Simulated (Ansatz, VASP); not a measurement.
**Two plane-wave programs on Au**

```
Au
1.0
     1.41131   -2.55593    0.00000
     1.41131    2.55593    0.00000
     0.00000    0.00000    4.89317
Au
2
Direct
  0.66533 0.33467 0.25000
  0.33467 0.66533 0.75000
```

Alike in both runs: task single point; functional PBE; k mesh 16 × 16 × 10; occupations gaussian, width 0.05 eV; no spin polarisation.

```csv
,VASP,Ansatz
version,VASP 6.6.1,Ansatz 0.2.0
potentials or method,"VASP PAW PBE potentials, release 64 (Au), cutoff 520 eV","scalar-relativistic, plane waves, PAW"
valence electrons in the cell,22,38
```

|  | VASP | Ansatz | Ansatz less VASP |
| --- | --- | --- | --- |
| gap on the k mesh at the Fermi level (eV) | none | none | - |
| pressure (GPa) | 2.9 | 3.2 | +0.26 |
| traceless stress, the component that is largest in VASP (GPa) | 1.34 | 1.36 | +0.025 |
| rms of the force components (eV/Å) | 0.006 | 0.006 | 0.0000 |

Atom by atom the forces differ by 0.000 eV/Å (rms over components). A gap of «none» marks a metal or a gap that the smearing closes. VASP's potentials hold 22 valence electrons a cell and Ansatz's 38, so a difference there can come from the potentials and not from the codes.

Neither program's run includes spin-orbit coupling.
